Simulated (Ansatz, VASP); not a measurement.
Zr in VASP and in Ansatz

INCAR

```
SYSTEM = Zr
PREC = Accurate
ENCUT = 520
EDIFF = 1E-7
ISMEAR = 0
SIGMA = 0.05
LREAL = .False.
LASPH = .True.
NELM = 150
ALGO = Normal
ISIF = 2
LWAVE = .False.
LCHARG = .False.
MAGMOM = 0 0 0 0 0 0
LORBIT = 11
LSORBIT = .True.
GGA_COMPAT = .False.
LORBMOM = .True.
LMAXMIX = 4
NBANDS = 36
```

Contents of KPOINTS:

```
Automatic mesh
0
Gamma
  9 9 5
  0 0 0
```

Contents of POSCAR:

```
Zr
1.0
    3.2320000000      0.0000000000      0.0000000000
   -1.6160000000      2.7989941050      0.0000000000
    0.0000000000      0.0000000000      5.1470000000
Zr
2
Direct
    0.6666666667      0.3333333333      0.7500000000
    0.3333333333      0.6666666667      0.2500000000
```

Contents of input.yaml:

```yaml
crystal:
  lattice:
    - [3.232, 0.0, 0.0]
    - [-1.616, 2.798994105, 0.0]
    - [0.0, 0.0, 5.147]
  atoms:
    - { symbol: Zr, position: [0.6666666667, 0.3333333333, 0.75] }
    - { symbol: Zr, position: [0.3333333333, 0.6666666667, 0.25] }
hamiltonian:
  xc: lda
  pseudopotentials: { kind: paw_fr }
magnetization:
  noncollinear: true
  spin_orbit: true
kpoints:
  mp_grid: { grid: [9, 9, 5] }
scf:
  occupations: { method: gaussian, width: 0.05 }
  n_extra_bands: 6
output:
  forces: true
  stress: true
  eigenvalues: true
  dos: { projected: true, de: 0.05, nscf_kmesh: { grid: [14, 14, 8] } }
```

Alike in both runs: functional LDA; k mesh 9 × 9 × 5; occupations gaussian, width 0.05 eV; non-collinear spin, spin-orbit coupling.

|  | VASP | Ansatz |
| --- | --- | --- |
| version | VASP 6.6.1 | Ansatz 0.2.0 |
| potentials or method | VASP PAW LDA potentials, release 64 (Zr_sv) | Ansatz PAW |
| plane-wave cutoff (eV) | 520 | 420 |
| valence electrons in the cell | 24 | 24 |
| task | single point | projected density of states |

|  | VASP | Ansatz | Ansatz less VASP |
| --- | --- | --- | --- |
| pressure (GPa) | -6.0 | -6.0 | -0.04 |
| traceless stress, the component that is largest in VASP (GPa) | 0.69 | 0.67 | -0.015 |
| net moment per atom (μB) | 0.00 | 0.00 | 0.000 |

LDA's correlation is that of Perdew and Zunger in VASP and of Perdew and Wang (1992) in Ansatz.
